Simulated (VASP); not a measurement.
# Si16N in VASP: single point with PBE

Aim: the single point of Si16N with PBE.

Program: VASP 6.6.1. These are calculated values, not measurements. Logs are shortened: lines on timing, memory, paths and dates and some standing lists are left out, and cuts for length are marked.

**1. The cell of the first run**

The cell holds a slab with vacuum, 17 atoms: a = 7.702 Å, b = 6.365 Å, c = 19.753 Å, α = 90.00°, β = 90.00°, γ = 90.00°.

**2. Single point, PBE, collinear spin, ferromagnetic start**

File INCAR:

```
PREC = Accurate ; ENCUT = 520
EDIFF = 1E-6 ; ISMEAR = 0
SIGMA = 0.05 ; LREAL = Auto
LASPH = T ; NELM = 150
ALGO = Fast ; ISIF = 2
LWAVE = F ; LCHARG = F
ISPIN = 2 ; MAGMOM = 0 0 0 0 0 0 0 0 0 0 0 0 0 0 0 0 3
LORBIT = 11 ; LDIPOL = T
IDIPOL = 3 ; DIPOL = 0.5 0.5 0.321
GGA = PE ; NBANDS = 52
```

File KPOINTS:

```
regular mesh
0
Gamma
  4 4 1
```

File POSCAR:

```
Si16N
1.0
    7.7021644573      0.0000000000      0.0000000000
    0.0000000000      6.3646810416      0.0000000000
    0.0000000000      0.0000000000     19.7525435307
Si N
16 1
Direct
    0.0000000000      0.9370679285      0.2025055656
    0.5000000000      0.9370679285      0.2025055656
    0.0000000000      0.5629320715      0.2025055656
    0.5000000000      0.5629320715      0.2025055656
    0.2500000000      0.4370679285      0.2587875163
    0.7500000000      0.4370679285      0.2587875163
    0.2500000000      0.0629320715      0.2587875163
    0.7500000000      0.0629320715      0.2587875163
    0.2500000000      0.9333044702      0.3720589481
    0.7500000000      0.9333044702      0.3720589481
    0.2500000000      0.5666955298      0.3720589481
    0.7500000000      0.5666955298      0.3720589481
    0.0000000000      0.4259907582      0.4177964989
    0.5000000000      0.4259907582      0.4177964989
    0.0000000000      0.0740092418      0.4177964989
    0.5000000000      0.0740092418      0.4177964989
    0.2500000000      1.0926574249      0.4460971467
```

Potentials or basis: VASP PAW PBE potentials, release 64 (Si, N).

Run with:

```bash
> cat potpaw_PBE.64/Si/POTCAR potpaw_PBE.64/N/POTCAR > POTCAR
> mpirun -np 1 vasp_std > vasp.out
```

OUTCAR:

```text
PREC = Accurate
   ENCUT = 520
   EDIFF = 1E-6
   ISMEAR = 0
   LREAL = Auto
   LASPH = T
   NELM = 150
   ISIF = 2
   ISPIN = 2
   LORBIT = 11
   GGA = PE

 ion  position               nearest neighbor table
   1  0.000  0.937  0.203-   7 2.36   8 2.36   3 2.38
   2  0.500  0.937  0.203-   7 2.36   8 2.36   4 2.38
   3  0.000  0.563  0.203-   5 2.36   6 2.36   1 2.38
   4  0.500  0.563  0.203-   5 2.36   6 2.36   2 2.38
   5  0.250  0.437  0.259-   3 2.36   4 2.36   7 2.38  11 2.38
   6  0.750  0.437  0.259-   3 2.36   4 2.36   8 2.38  12 2.38
   7  0.250  0.063  0.259-   1 2.36   2 2.36   5 2.38   9 2.38
   8  0.750  0.063  0.259-   1 2.36   2 2.36   6 2.38  10 2.38
   9  0.250  0.933  0.372-  17 1.78  16 2.31  15 2.31  11 2.33   7 2.38
  10  0.750  0.933  0.372-  15 2.31  16 2.31  12 2.33   8 2.38
  11  0.250  0.567  0.372-  13 2.31  14 2.31   9 2.33   5 2.38
  12  0.750  0.567  0.372-  13 2.31  14 2.31  10 2.33   6 2.38
  13  0.000  0.426  0.418-  15 2.24  12 2.31  11 2.31
  14  0.500  0.426  0.418-  16 2.24  12 2.31  11 2.31
  15  0.000  0.074  0.418-  17 2.01  13 2.24   9 2.31  10 2.31
  16  0.500  0.074  0.418-  17 2.01  14 2.24   9 2.31  10 2.31
  17  0.250  0.093  0.446-   9 1.78  15 2.01  16 2.01

  LATTYP: Found a simple orthorhombic cell.
 ALAT       =     6.3646810416
 B/A-ratio  =     1.2101414677
 C/A-ratio  =     3.1034616506

  Lattice vectors:

 A1 = (   0.0000000000,  -6.3646810416,   0.0000000000)
 A2 = (   7.7021644573,   0.0000000000,   0.0000000000)
 A3 = (   0.0000000000,   0.0000000000,  19.7525435307)

Analysis of symmetry for initial positions (statically):
=====================================================================
 Subroutine PRICEL returns:
 Original cell was already a primitive cell.

 Routine SETGRP: Setting up the symmetry group for a
 simple orthorhombic supercell.

 Subroutine GETGRP returns: Found  2 space group operations
 (whereof  1 operations were pure point group operations)
 out of a pool of  8 trial point group operations.

The static configuration has the point symmetry C_1 .
 The point group associated with its full space group is C_1h.

Analysis of symmetry for dynamics (positions and initial velocities):
=====================================================================
 Subroutine PRICEL returns:
 Original cell was already a primitive cell.

 Routine SETGRP: Setting up the symmetry group for a
 simple orthorhombic supercell.

 Subroutine GETGRP returns: Found  2 space group operations
 (whereof  1 operations were pure point group operations)
 out of a pool of  8 trial point group operations.

The dynamic configuration has the point symmetry C_1 .
 The point group associated with its full space group is C_1h.

Analysis of structural, dynamic, and magnetic symmetry:
=====================================================================
 Subroutine PRICEL returns:
 Original cell was already a primitive cell.

 Routine SETGRP: Setting up the symmetry group for a
 simple orthorhombic supercell.

 Subroutine GETGRP returns: Found  2 space group operations
 (whereof  1 operations were pure point group operations)
 out of a pool of  8 trial point group operations.

The overall configuration has the point symmetry C_1 .
 The point group associated with its full space group is C_1h.

 Subroutine INISYM returns: Found  2 space group operations
 (whereof  1 operations are pure point group operations),
 and found     1 'primitive' translations

----------------------------------------------------------------------------------------

                                     Primitive cell

  volume of cell :     968.3056

  direct lattice vectors                    reciprocal lattice vectors
     7.702164457  0.000000000  0.000000000     0.129833634  0.000000000  0.000000000
     0.000000000  6.364681042  0.000000000     0.000000000  0.157117064  0.000000000
     0.000000000  0.000000000 19.752543531     0.000000000  0.000000000  0.050626391

  length of vectors
     7.702164457  6.364681042 19.752543531     0.129833634  0.157117064  0.050626391

  position of ions in fractional coordinates (direct lattice)
     0.000000000  0.937067928  0.202505566
[... 84 lines left out ...]
   ISTART =      0    job   : 0-new  1-cont  2-samecut
   ICHARG =      2    charge: 1-file 2-atom 10-const
   ISPIN  =      2    spin polarized calculation?
   LNONCOLLINEAR =      F non collinear calculations
   LSORBIT =      F    spin-orbit coupling
   LASPH  =      T    aspherical Exc in radial PAW
   ENCUT  =  520.0 eV  38.22 Ry    6.18 a.u.  14.32 11.83 36.73*2*pi/ulx,y,z
   NELM   =    150;   NELMIN=  2; NELMDL= -5     # of ELM steps
   EDIFF  = 0.1E-05   stopping-criterion for ELM
   LREAL  =      T    real-space projection
   EDIFFG = 0.1E-04   stopping-criterion for IOM
   NSW    =      0    number of steps for IOM
   IBRION =     -1    ionic relax: 0-MD 1-quasi-New 2-CG
   NFREE  =      0    steps in history (QN), initial steepest desc. (CG)
   ISIF   =      2    stress and relaxation
   ISYM   =      2    0-nonsym 1-usesym 2-fastsym
   POTIM  = 0.5000    time-step for ionic-motion
   TEBEG  =    0.0;   TEEND  =   0.0 temperature during run
   PSTRESS=    0.0 pullay stress
   NELECT =      69.0000    total number of electrons
   NUPDOWN=      -1.0000    fix difference up-down
   EMIN   =  10.00;   EMAX   =-10.00  energy-range for DOS
   EFERMI =   0.00;   METHOD = LEGACY
   ISMEAR =     0;   SIGMA  =   0.05  broadening in eV -4-tet -1-fermi 0-gaus
   EFERMI_NEDOS =   21; number of points for ismear=-14 and -15
   IALGO  =     68    algorithm
   IMIX   =      4    mixing-type and parameters
     AMIX     =   0.40;   BMIX     =  1.00
     AMIX_MAG =   1.60;   BMIX_MAG =  1.00
  volume/ion in A,a.u.               =      56.96       384.38
  Fermi-wavevector in a.u.,A,eV,Ry     =   0.678714  1.282584  6.267567  0.460653
  Thomas-Fermi vector in A             =   1.756699
   LORBIT       =     11    0 simple, 1 ext, 2 COOP (PROOUT), +10 PAW based schemes
   GGA     = PE    functional components
   LHFCALC =     F    Hartree Fock is set to
   AEXX    =    0.0000 exact exchange contribution
   IVDW    =     0    specifies the selected vdW correction
   LEPSILON=     F    determine dielectric tensor
   LRPA    =     F    only Hartree local field effects (RPA)
 spin polarized calculation
 RMM-DIIS sequential band-by-band and
 Gauss-broadening in eV      SIGMA  =   0.05
  energy-cutoff  :      520.00
  volume of cell :      968.31
 maximum number of plane-waves:     26115
 NGX is ok and might be reduce to    60
   NGX = 29   NGY = 23   NGZ = 73

 dipolmoment           0.000000      0.000000     -0.000530 electrons x Angstroem

 number of electron      68.9999998 magnetization       0.0010550

 dipolmoment           0.000000      0.000000      0.000384 electrons x Angstroem

 Free energy of the ion-electron system (eV)
  ---------------------------------------------------
  ext. energy  EPLUGINS =         0.00000000
  ---------------------------------------------------
  free energy    TOTEN  =       -85.12264873 eV

  energy without entropy =      -85.11579550  energy(sigma->0) =      -85.11922212

 E-fermi :  -1.1947     XC(G=0):  -3.9422

 val. band max:       -1.2822035297   @ k =   0.5000   0.5000   0.0000
 cond. band min:      -1.1781497270   @ k =   0.0000   0.5000   0.0000
 fundamental gap:      0.1040538028
 Fermi energy:        -1.1946718595

 spin component 1

 k-point     1 :       0.0000    0.0000    0.0000
  band No.  band energies     occupation
      1     -16.9895      1.00000
      2     -12.4700      1.00000
      3     -11.3261      1.00000
      4     -10.8832      1.00000
      5     -10.8327      1.00000
      6     -10.2023      1.00000
[... 430 lines left out ...]
     45       2.1085      0.00000
     46       2.2171      0.00000
 Fermi energy:        -1.1946718595

 spin component 2

 k-point     1 :       0.0000    0.0000    0.0000
  band No.  band energies     occupation
      1     -16.9894      1.00000
      2     -12.4699      1.00000
      3     -11.3260      1.00000
      4     -10.8832      1.00000
      5     -10.8326      1.00000
      6     -10.2023      1.00000
[... 430 lines left out ...]
     45       2.1086      0.00000
     46       2.2171      0.00000
 [bands above 46 left out]

------------------------ aborting loop because EDIFF is reached ----------------------------------------

 vacuum level on the upper side and lower side of the slab       (xc-potential included)        -0.065        -0.093

  FORCE on cell =-STRESS in cart. coord.  units (eV):
  Direction    XX          YY          ZZ          XY          YZ          ZX
  --------------------------------------------------------------------------------------
  -------------------------------------------------------------------------------------
  Total       -0.1573870      1.2055877     -1.5160555      0.0000000      0.0758071      0.0000000
  in kB       -0.2604156      1.9947888     -2.5084950      0.0000000      0.1254319      0.0000000
  external PRESSURE =      -0.2580406 kB  Pullay stress =       0.0000000 kB

 VOLUME and BASIS-vectors are now :
 -----------------------------------------------------------------------------
  energy-cutoff  :      520.00
  volume of cell :      968.31
      direct lattice vectors                 reciprocal lattice vectors
     7.702164457  0.000000000  0.000000000     0.129833634  0.000000000  0.000000000
     0.000000000  6.364681042  0.000000000     0.000000000  0.157117064  0.000000000
     0.000000000  0.000000000 19.752543531     0.000000000  0.000000000  0.050626391

 POSITION                                       TOTAL-FORCE (eV/Angst)
 -----------------------------------------------------------------------------------
      0.00000      5.96414      4.00000         0.001550     -0.546783      0.551718
      3.85108      5.96414      4.00000        -0.001550     -0.546783      0.551718
      0.00000      3.58288      4.00000        -0.028217      0.610634      0.573504
      3.85108      3.58288      4.00000         0.028217      0.610634      0.573504
      1.92554      2.78180      5.11171         0.000000     -0.028537     -0.572205
      5.77662      2.78180      5.11171         0.000000     -0.054519     -0.718916
[... 9 lines left out ...]
      3.85108      0.47105      8.25254        -1.263334      0.616736      0.726854
      1.92554      0.58973      8.81155         0.000000     -1.030668      0.002782
 -----------------------------------------------------------------------------------
    total drift:                               -0.000000     -0.000492     -0.030742

  FREE ENERGIE OF THE ION-ELECTRON SYSTEM (eV)
  ---------------------------------------------------
  free  energy   TOTEN  =       -85.1226487334 eV

  energy  without entropy=      -85.1157955002  energy(sigma->0) =      -85.11922212

 vacuum level on the upper side and lower side of the slab         3.544         3.503

 total charge

# of ion       s       p       d       tot
------------------------------------------
    1        0.794   0.834   0.000   1.628
    2        0.794   0.834   0.000   1.628
    3        0.798   0.829   0.000   1.626
    4        0.798   0.829   0.000   1.626
    5        0.767   0.884   0.000   1.652
    6        0.766   0.883   0.000   1.648
[... 9 lines left out ...]
   16        0.784   0.847   0.000   1.631
   17        1.302   2.331   0.000   3.633
--------------------------------------------------
tot         13.754  16.373   0.000  30.128

 magnetization (x)

# of ion       s       p       d       tot
------------------------------------------
    1        0.000   0.000   0.000   0.000
    2        0.000   0.000   0.000   0.000
    3       -0.000  -0.000   0.000  -0.000
    4       -0.000  -0.000   0.000  -0.000
    5        0.000   0.000   0.000   0.000
    6        0.000   0.000   0.000   0.000
[... 9 lines left out ...]
   16        0.000   0.000   0.000   0.000
   17        0.000   0.000   0.000   0.000
--------------------------------------------------
tot          0.000   0.000   0.000   0.000
```

Wall time 69 min (1 thread of Oxide Virtual Turin-like, shared host); peak memory 1.5 GiB.

Results:

* Free energy: -85.1226 eV
* Largest force: 1.641 eV/Å
* Net moment: 0.00 μB per cell
* Valence electrons inside the program's atomic spheres: Si 1.63, 1.65, 1.70, 1.68, 1.69 (each value once); N 3.63

Forces in eV/Å, atoms in the order of the input:
```
Si   0.002 -0.547  0.552
Si  -0.002 -0.547  0.552
Si  -0.028  0.611  0.574
Si   0.028  0.611  0.574
Si   0.000 -0.029 -0.572
Si   0.000 -0.055 -0.719
Si   0.000 -0.034 -0.364
Si   0.000  0.150 -0.546
Si   0.000 -0.648 -1.508
Si   0.000 -0.725  0.028
Si   0.000 -0.089  0.049
Si   0.000  0.027  0.127
Si  -0.253  0.536 -0.102
Si   0.253  0.536 -0.102
Si   1.263  0.617  0.727
Si  -1.263  0.617  0.727
N    0.000 -1.031  0.003
```

Levels at points of the mesh, in eV from the Fermi level:
Spin up:
```
           k point  band 33  band 34  band 35  band 36  band 37  band 38
(0.00, 0.00, 0.00)    -0.37    -0.16    -0.13     0.19     0.49     0.91
(0.50, 0.00, 0.00)    -0.58    -0.11     0.21     0.50     0.69     1.25
(0.00, 0.50, 0.00)    -0.64    -0.45    -0.37     0.02     0.33     0.80
(0.50, 0.50, 0.00)    -0.47    -0.37    -0.09     0.28     0.38     0.76
```
Spin down:
| k point | band 31 | band 32 | band 33 | band 34 | band 35 | band 36 | band 37 | band 38 | band 39 | band 40 |
| --- | --- | --- | --- | --- | --- | --- | --- | --- | --- | --- |
| (0.00, 0.00, 0.00) | -0.73 | -0.71 | -0.37 | -0.16 | -0.13 | 0.19 | 0.49 | 0.91 | 1.62 | 1.76 |
| (0.50, 0.00, 0.00) | -1.27 | -0.63 | -0.58 | -0.11 | 0.21 | 0.50 | 0.69 | 1.25 | 1.64 | 1.81 |
| (0.00, 0.50, 0.00) | -1.06 | -1.00 | -0.64 | -0.45 | -0.37 | 0.02 | 0.33 | 0.80 | 1.17 | 1.50 |
| (0.50, 0.50, 0.00) | -1.07 | -0.60 | -0.47 | -0.37 | -0.09 | 0.28 | 0.38 | 0.76 | 1.35 | 1.56 |
